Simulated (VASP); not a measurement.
# Au (Fm-3m) in VASP: notebook, part 2 of 2

VASP 6.6.1. The steps go on from the part before.

## Step 4: Single point, PBE

This run uses another cell than the first one, of 16.85 Å³/atom, 0.962 times its volume.

Contents of INCAR:

```
SYSTEM = Au
PREC     = Accurate       ! precision mode
ENCUT    = 520            ! plane-wave cutoff, eV
EDIFF    = 1E-6           ! SCF threshold, eV
ISMEAR   = -1             ! smearing method
SIGMA    = 0.04           ! smearing width, eV
LREAL    = .False.        ! projectors in reciprocal space
LASPH    = .True.         ! aspherical terms in the spheres
NELM     = 60             ! most SCF steps
ALGO     = Normal         ! electronic algorithm
ISIF     = 2              ! what is computed and relaxed
LWAVE    = .False.        ! write WAVECAR
LCHARG   = .False.        ! write CHGCAR
GGA      = PE             ! functional
NBANDS   = 12             ! bands
```

Contents of KPOINTS:

```
Automatic mesh
0
Gamma
  4 4 4
  0 0 0
```

Contents of POSCAR:

```
Au
1.0
    0.0000000000      2.0350000000      2.0350000000
    2.0350000000      0.0000000000      2.0350000000
    2.0350000000      2.0350000000      0.0000000000
Au
1
Direct
    0.0000000000      0.0000000000      0.0000000000
```

Potentials or basis: VASP PAW PBE potentials, release 64 (Au).

Started as:

```bash
$ cat potpaw_PBE.64/Au/POTCAR > POTCAR
$ mpirun -np 1 vasp_std > vasp.out
```

OUTCAR:

```text
SYSTEM = Au
   PREC = Accurate
   ENCUT = 520
   EDIFF = 1E-6
   ISMEAR = -1
   LREAL = .False.
   LASPH = .True.
   NELM = 60
   ISIF = 2
   GGA = PE

 ion  position               nearest neighbor table
   1  0.000  0.000  0.000-

  LATTYP: Found a face centered cubic cell.
 ALAT       =     4.0700000000

  Lattice vectors:

 A1 = (   0.0000000000,   2.0350000000,   2.0350000000)
 A2 = (   2.0350000000,   0.0000000000,   2.0350000000)
 A3 = (   2.0350000000,   2.0350000000,   0.0000000000)

Analysis of symmetry for initial positions (statically):
=====================================================================
 Subroutine PRICEL returns:
 Original cell was already a primitive cell.

 Routine SETGRP: Setting up the symmetry group for a
 face centered cubic supercell.

 Subroutine GETGRP returns: Found 48 space group operations
[... 9 lines left out ...]

 Routine SETGRP: Setting up the symmetry group for a
 face centered cubic supercell.

 Subroutine GETGRP returns: Found 48 space group operations
[... 11 lines left out ...]
                                     Primitive cell

  volume of cell :      16.8548

  direct lattice vectors                    reciprocal lattice vectors
     0.000000000  2.035000000  2.035000000    -0.245700246  0.245700246  0.245700246
     2.035000000  0.000000000  2.035000000     0.245700246 -0.245700246  0.245700246
     2.035000000  2.035000000  0.000000000     0.245700246  0.245700246 -0.245700246

  length of vectors
     2.877924599  2.877924599  2.877924599     0.425565309  0.425565309  0.425565309

  position of ions in fractional coordinates (direct lattice)
     0.000000000  0.000000000  0.000000000

  ion indices of the primitive-cell ions
   primitive index   ion index
                 1           1

----------------------------------------------------------------------------------------

 KPOINTS: Automatic mesh

Automatic generation of k-mesh.
 Grid dimensions read from file:
 generate k-points for:    4    4    4

 Generating k-lattice:

  Cartesian coordinates                     Fractional coordinates (reciprocal lattice)
    -0.061425061  0.061425061  0.061425061     0.250000000  0.000000000  0.000000000
     0.061425061 -0.061425061  0.061425061     0.000000000  0.250000000  0.000000000
     0.061425061  0.061425061 -0.061425061     0.000000000  0.000000000  0.250000000

  Length of vectors
     0.106391327  0.106391327  0.106391327

  Shift w.r.t. Gamma in fractional coordinates (k-lattice)
     0.000000000  0.000000000  0.000000000

 Subroutine IBZKPT returns following result:
 ===========================================

 Found      8 irreducible k-points:

 Following reciprocal coordinates:
            Coordinates               Weight
  0.000000  0.000000  0.000000      1.000000
  0.250000  0.000000  0.000000      8.000000
  0.500000  0.000000  0.000000      4.000000
  0.250000  0.250000  0.000000      6.000000
  0.500000  0.250000  0.000000     24.000000
 -0.250000  0.250000  0.000000     12.000000
  0.500000  0.500000  0.000000      3.000000
 -0.250000  0.500000  0.250000      6.000000
   k-points           NKPTS =      8   k-points in BZ     NKDIM =      8   number of bands    NBANDS=     12
   number of dos      NEDOS =    301   number of ions     NIONS =      1
   total plane-waves  NPLWV =  13824
   dimension x,y,z NGX =    24 NGY =   24 NGZ =   24
   dimension x,y,z NGXF=    48 NGYF=   48 NGZF=   48
   ions per type =               1
   NGX,Y,Z   is equivalent  to a cutoff of  13.86, 13.86, 13.86 a.u.
   NGXF,Y,Z  is equivalent  to a cutoff of  27.73, 27.73, 27.73 a.u.
 SYSTEM =  Au
   PREC   = accura    normal or accurate (medium, high low for compatibility)
   ISTART =      0    job   : 0-new  1-cont  2-samecut
   ICHARG =      2    charge: 1-file 2-atom 10-const
   ISPIN  =      1    spin polarized calculation?
   LNONCOLLINEAR =      F non collinear calculations
   LSORBIT =      F    spin-orbit coupling
   LASPH  =      T    aspherical Exc in radial PAW
   ENCUT  =  520.0 eV  38.22 Ry    6.18 a.u.   5.35  5.35  5.35*2*pi/ulx,y,z
   NELM   =     60;   NELMIN=  2; NELMDL= -5     # of ELM steps
   EDIFF  = 0.1E-05   stopping-criterion for ELM
   LREAL  =      F    real-space projection
   EDIFFG = 0.1E-04   stopping-criterion for IOM
   NSW    =      0    number of steps for IOM
   IBRION =     -1    ionic relax: 0-MD 1-quasi-New 2-CG
   NFREE  =      0    steps in history (QN), initial steepest desc. (CG)
   ISIF   =      2    stress and relaxation
   ISYM   =      2    0-nonsym 1-usesym 2-fastsym
   POTIM  = 0.5000    time-step for ionic-motion
   TEBEG  =    0.0;   TEEND  =   0.0 temperature during run
   PSTRESS=    0.0 pullay stress
   NELECT =      11.0000    total number of electrons
   NUPDOWN=      -1.0000    fix difference up-down
   EMIN   =  10.00;   EMAX   =-10.00  energy-range for DOS
   EFERMI =   0.00;   METHOD = LEGACY
   ISMEAR =    -1;   SIGMA  =   0.04  broadening in eV -4-tet -1-fermi 0-gaus
   EFERMI_NEDOS =   21; number of points for ismear=-14 and -15
   IALGO  =     38    algorithm
   IMIX   =      4    mixing-type and parameters
     AMIX     =   0.40;   BMIX     =  1.00
     AMIX_MAG =   1.60;   BMIX_MAG =  1.00
  volume/ion in A,a.u.               =      16.85       113.74
  Fermi-wavevector in a.u.,A,eV,Ry     =   1.420032  2.683470 27.436005  2.016489
  Thomas-Fermi vector in A             =   2.540990
   LORBIT       =      0    0 simple, 1 ext, 2 COOP (PROOUT), +10 PAW based schemes
   GGA     = PE    functional components
   LHFCALC =     F    Hartree Fock is set to
   AEXX    =    0.0000 exact exchange contribution
   IVDW    =     0    specifies the selected vdW correction
   LEPSILON=     F    determine dielectric tensor
   LRPA    =     F    only Hartree local field effects (RPA)
 non-spin polarized calculation
  energy-cutoff  :      520.00
  volume of cell :       16.85
 maximum number of plane-waves:       465
 NGX is ok and might be reduce to    24
   NGX = 11   NGY = 11   NGZ = 11

 number of electron      10.9999999 magnetization

 Free energy of the ion-electron system (eV)
  ---------------------------------------------------
  ext. energy  EPLUGINS =         0.00000000
  ---------------------------------------------------
  free energy    TOTEN  =        -2.97512867 eV

  energy without entropy =       -2.96998986  energy(sigma->0) =       -2.97255926

 E-fermi :  10.5645     XC(G=0): -12.7850

 val. band max:        9.3846208813   @ k =  -0.2500   0.2500   0.0000
 cond. band min:      10.6494222464   @ k =   0.5000   0.5000   0.0000
 fundamental gap:      1.2648013651
 Fermi energy:        10.5645134876

 k-point     1 :       0.0000    0.0000    0.0000
  band No.  band energies     occupation
      1      -0.3146      2.00000
      2       4.9059      2.00000
      3       4.9059      2.00000
      4       4.9059      2.00000
      5       6.4545      2.00000
      6       6.4545      2.00000
      7      24.1619      0.00000
      8      28.2329      0.00000
      9      28.2329      0.00000
     10      28.2329      0.00000
     11      33.1634      0.00000
     12      37.9345      0.00000

 k-point     2 :       0.2500    0.0000    0.0000
  band No.  band energies     occupation
      1       1.5001      2.00000
      2       4.7685      2.00000
      3       5.1906      2.00000
      4       5.1906      2.00000
      5       6.6197      2.00000
      6       6.6197      2.00000
      7      20.9084      0.00000
      8      25.2617      0.00000
      9      29.7504      0.00000
     10      29.7504      0.00000
     11      31.4926      0.00000
     12      32.7732      0.00000
[... 61 lines left out ...]
 k-point     7 :       0.5000    0.5000    0.0000
  band No.  band energies     occupation
      1       2.4915      2.00000
      2       2.8088      2.00000
      3       7.6334      2.00000
      4       8.0039      2.00000
      5       8.0039      2.00000
      6      10.6494      0.21382
      7      15.5251      0.00000
      8      19.7017      0.00000
      9      19.7017      0.00000
     10      26.9893      0.00000
     11      29.6271      0.00000
     12      37.1932      0.00000

 k-point     8 :      -0.2500    0.5000    0.2500
  band No.  band energies     occupation
      1       3.6094      2.00000
      2       4.4275      2.00000
      3       4.4275      2.00000
      4       6.2959      2.00000
      5       8.0060      2.00000
      6      14.4444      0.00000
      7      16.0019      0.00000
      8      16.0019      0.00000
      9      19.1594      0.00000
     10      32.4076      0.00000
     11      32.4076      0.00000
     12      34.1422      0.00000

------------------------ aborting loop because EDIFF is reached ----------------------------------------

  FORCE on cell =-STRESS in cart. coord.  units (eV):
  Direction    XX          YY          ZZ          XY          YZ          ZX
  --------------------------------------------------------------------------------------
  -------------------------------------------------------------------------------------
  Total        1.3719654      1.3719654      1.3719654      0.0000000     -0.0000000      0.0000000
  in kB      130.4158873    130.4158873    130.4158873      0.0000000     -0.0000000      0.0000000
  external PRESSURE =     130.4158873 kB  Pullay stress =       0.0000000 kB

 VOLUME and BASIS-vectors are now :
 -----------------------------------------------------------------------------
  energy-cutoff  :      520.00
  volume of cell :       16.85
      direct lattice vectors                 reciprocal lattice vectors
     0.000000000  2.035000000  2.035000000    -0.245700246  0.245700246  0.245700246
     2.035000000  0.000000000  2.035000000     0.245700246 -0.245700246  0.245700246
     2.035000000  2.035000000  0.000000000     0.245700246  0.245700246 -0.245700246

 POSITION                                       TOTAL-FORCE (eV/Angst)
 -----------------------------------------------------------------------------------
      0.00000      0.00000      0.00000         0.000000      0.000000      0.000000
 -----------------------------------------------------------------------------------
    total drift:                                0.000000     -0.000000     -0.000000

  FREE ENERGIE OF THE ION-ELECTRON SYSTEM (eV)
  ---------------------------------------------------
  free  energy   TOTEN  =        -2.9751286666 eV

  energy  without entropy=       -2.9699898596  energy(sigma->0) =       -2.97255926
```

It took 2.6 s on 1 thread of AMD EPYC 9R45 (Zen 5), shared host; peak memory 0.11 GiB.

What came out:

```
Free energy : -2.9751 eV
Pressure    : 13.0 GPa
```

Caveat: the k points lie up to 0.67 Å⁻¹ apart; spin-orbit coupling is left out, which moves the levels of the heavy elements.

## Step 5: Single point, PBE

This run uses another cell than the first one, of 16.85 Å³/atom, 0.962 times its volume.

Contents of INCAR:

```
SYSTEM = Au
PREC = Accurate
ENCUT = 520
EDIFF = 1E-6
ISMEAR = 0
SIGMA = 0.017
LREAL = .False.
LASPH = .True.
NELM = 100
ALGO = Fast
ISIF = 2
LWAVE = .False.
LCHARG = .True.
GGA = PE
LELF = .True.
LVHAR = .True.
NBANDS = 12
```

Contents of KPOINTS:

```
regular mesh
0
Gamma
  11 11 11
  0 0 0
```

POSCAR is that of step 4.

Started as:

```bash
$ cat potpaw_PBE.64/Au/POTCAR > POTCAR
$ mpirun -np 1 vasp_std > vasp.out
```

Run time: 10 s. Hardware: 1 thread of AMD EPYC 9R45 (Zen 5), shared host; peak memory 0.11 GiB.

The run converged. Its results:

| Property | Result |
| --- | --- |
| Free energy | -3.1955 eV |
| Pressure | 10.6 GPa |

Levels at points of the mesh, in eV from the Fermi level:
| k point | band 2 | band 3 | band 4 | band 5 | band 6 | band 7 | band 8 | band 9 | band 10 | band 11 |
| --- | --- | --- | --- | --- | --- | --- | --- | --- | --- | --- |
| (0.00, 0.00, 0.00) | -4.86 | -4.86 | -4.86 | -3.32 | -3.32 | 14.40 | 18.46 | 18.46 | 18.46 | 23.40 |

Caveat: spin-orbit coupling is left out, which moves the levels of the heavy elements.

## Step 6: Single point, PBE

This run uses another cell than the first one, of 16.85 Å³/atom, 0.962 times its volume.

Contents of INCAR:

```
ALGO = Normal
EDIFF = 1E-7
ENCUT = 520
GGA = PE
ISIF = 2
ISMEAR = 0
LASPH = True
LCHARG = True
LELF = True
LREAL = False
LVHAR = True
LWAVE = False
NBANDS = 12
NELM = 100
PREC = Accurate
SIGMA = 0.024
```

Contents of KPOINTS:

```
k-points
0
Gamma
  11 11 11
```

POSCAR is that of step 5.

Potentials or basis: VASP PAW PBE potentials, release 64 (Au).

Started as:

```bash
$ cat potpaw_PBE.64/Au/POTCAR > POTCAR
$ mpirun -np 1 vasp_std > vasp.out
```

Wall time 8.9 s (1 thread of AMD EPYC 9R45 (Zen 5), shared host); peak memory 0.11 GiB.

Results (log left out):

```yaml
Free_energy: -3.1955 eV
Pressure: 10.5 GPa
```

Levels at points of the mesh, in eV from the Fermi level:
```tsv
k point	band 3	band 4	band 5	band 6	band 7	band 8	band 9	band 10
(0.00, 0.00, 0.00)	-4.85	-4.85	-3.31	-3.31	14.41	18.47	18.47	18.47
```

Caveat: spin-orbit coupling is left out, which moves the levels of the heavy elements.

## Step 7: The runs side by side

| level | cell | k mesh | smearing | gap on the mesh (eV) | pressure (GPa) |
| --- | --- | --- | --- | --- | --- |
| PBEsol | a = 2.916 Å, angles 60.0°, 1 atom | 11 × 11 × 11 | fermi-dirac 0.05 eV | none | -5.1 |
| PBEsol | a = 2.934 Å, angles 60.0°, 1 atom | 11 × 11 × 11 | fermi-dirac 0.05 eV | none | -7.7 |
| PBE | a = 2.878 Å, angles 60.0°, 1 atom | 4 × 4 × 4 | fermi-dirac 0.04 eV | none | 13.0 |
| PBE | a = 2.878 Å, angles 60.0°, 1 atom | 11 × 11 × 11 | gaussian 0.017 eV | none | 10.6 |
| PBE | a = 2.878 Å, angles 60.0°, 1 atom | 11 × 11 × 11 | gaussian 0.024 eV | none | 10.5 |

Alike in all rows: task single point; potentials or basis VASP PAW PBE potentials, release 64 (Au); no spin polarisation; cutoff (eV) 520.

Caveats: some runs use coarse meshes; spin-orbit coupling is left out, which moves the levels of the heavy elements; the PAW data sets were made with another functional, which shifts forces and pressure a little (some runs).

Total energies depend on the potentials used, so only differences within one code and one set of settings carry meaning.
